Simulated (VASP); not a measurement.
Runs of VASP 6.6.1 on RbW. The structure is that of space group P-6m2 (No. 187), or close to it. The cells are those of the table. 

```tsv
cell	gap on the mesh (eV)	pressure (GPa)
a = 3.474, b = 3.474, c = 5.382 Å, angles 90.0, 90.0, 120.0°, 2 atoms	none	-5.2
a = 3.570, b = 3.570, c = 5.531 Å, angles 90.0, 90.0, 120.0°, 2 atoms	none	(a)
a = 3.616, b = 3.616, c = 5.602 Å, angles 90.0, 90.0, 120.0°, 2 atoms	none	(b)
a = 3.547, b = 3.547, c = 5.494 Å, angles 90.0, 90.0, 120.0°, 2 atoms	none	-6.5
a = 3.523, b = 3.523, c = 5.457 Å, angles 90.0, 90.0, 120.0°, 2 atoms	none	-6.1
a = 3.499, b = 3.499, c = 5.420 Å, angles 90.0, 90.0, 120.0°, 2 atoms	none	-5.7
a = 3.593, b = 3.593, c = 5.566 Å, angles 90.0, 90.0, 120.0°, 2 atoms	none	-7.0
```

Alike in all rows: task single point; level PBE; potentials or basis VASP PAW PBE potentials, release 64 (Rb_sv, W_sv); no spin polarisation; k mesh 9 × 9 × 5; cutoff (eV) 520; smearing fermi-dirac 0.05 eV.

Task: Estimate the missing entries.

Result: (a) -6.8; (b) -7.2.

Caveats: spin-orbit coupling is left out, which moves the levels of the heavy elements.

A k mesh can miss the band edges, and the runs leave out spin-orbit coupling on Rb, W.

A gap of «none» marks levels without a gap at the run's occupations.
